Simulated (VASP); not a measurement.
Here is a VASP 6.6.1 calculation.

INCAR

```
SYSTEM = ZnSn4N
ALGO = Normal
EDIFF = 1E-6
EDIFFG = -0.04
ENCUT = 600
GGA = PE
IBRION = 2
ISIF = 3
ISMEAR = 0
LASPH = .True.
LCHARG = .False.
LREAL = .False.
LWAVE = .False.
NELM = 80
NSW = 90
PREC = Accurate
SIGMA = 0.1
```

KPOINTS

```
k-points
0
Gamma
  4 4 4
  0 0 0
```

File POSCAR:

```
ZnSn4N
1.0
    0.0000000000      4.0649111200      4.0649111200
    4.0649111200      0.0000000000      4.0649111200
    4.0649111200      4.0649111200      0.0000000000
Zn Sn N
1 4 1
Direct
    0.7500000000      0.7500000000      0.7500000000
    0.8750850300      0.3749716600      0.3749716600
    0.3749716600      0.3749716600      0.3749716600
    0.3749716600      0.8750850300      0.3749716600
    0.3749716600      0.3749716600      0.8750850300
    0.0000000000      0.0000000000      0.0000000000
```

Potentials or basis: VASP PAW PBE potentials, release 64 (Zn, Sn_d, N).

The run is started by

```bash
$ cat potpaw_PBE.64/Zn/POTCAR potpaw_PBE.64/Sn_d/POTCAR potpaw_PBE.64/N/POTCAR > POTCAR
$ mpirun -np 1 vasp_std > vasp.out
```

(1) Predict the space group after relaxing (to 0.1 Å).

(2) Predict the relaxed cell.

(3) Estimate the relaxed volume.

Results:

(1) F-43m (No. 216).

(2) a = 6.035 Å, b = 6.035 Å, c = 6.035 Å, α = 60.00°, β = 60.00°, γ = 60.00°.

(3) 25.91 Å³/atom.

Caveat: the volume moved by over 15 % at a fixed basis, so the end points are rough.
